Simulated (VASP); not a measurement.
Set up this calculation in VASP 6.6.1, as the native input.

```yaml
Task: single point
Functional: PBE
Potentials_or_basis: VASP PAW PBE potentials, release 64 (Sn_d, Te)
Cutoff: 520 eV
k_mesh: 10 × 10 × 10
Occupations: gaussian, width 0.01 eV
Spin: non-collinear spin, zero start, spin-orbit coupling
Starting_moments: "[[0.0, 0.0, 0.0], [0.0, 0.0, 0.0]] μB"
Dipole_correction: no
Further_INCAR_settings: ALGO = Normal; EDIFF = 1e-06; NBANDS = 32
```

The structure of SnTe lies in POSCAR:

```
SnTe
1.0
    0.0000000000      3.2064870538      3.2064870538
    3.2064870538      0.0000000000      3.2064870538
    3.2064870538      3.2064870538      0.0000000000
Sn Te
1 1
Direct
    0.0000000000      0.0000000000      0.0000000000
    0.5000000000      0.5000000000      0.5000000000
```

One way to write it, as run:

INCAR

```
ALGO = Normal
EDIFF = 1E-6
ENCUT = 520
GGA = PE
GGA_COMPAT = F
ISIF = 2
ISMEAR = 0
LASPH = T
LCHARG = F
LORBIT = 11
LORBMOM = T
LREAL = F
LSORBIT = T
LWAVE = F
MAGMOM = 0 0 0 0 0 0
NBANDS = 32
NELM = 150
PREC = Accurate
SIGMA = 0.01
```

KPOINTS

```
k-points
0
Gamma
  10 10 10
```

Potentials or basis: VASP PAW PBE potentials, release 64 (Sn_d, Te).

Run with:

```bash
$ cat potpaw_PBE.64/Sn_d/POTCAR potpaw_PBE.64/Te/POTCAR > POTCAR
$ mpirun -np 1 vasp_ncl > vasp.out
```

It gave:

| Property | Result |
| --- | --- |
| Pressure | -0.1 GPa |
| Net moment | 0.00 μB per cell |
| Valence electrons inside the program's atomic spheres | Sn 12.05; Te 3.36 |

It took 4.6 min on 1 thread of Intel(R) Xeon(R) Platinum 8259CL CPU @ 2.50GHz (Skylake/Cascade Lake), with other jobs on the host, peak memory 0.47 GiB.
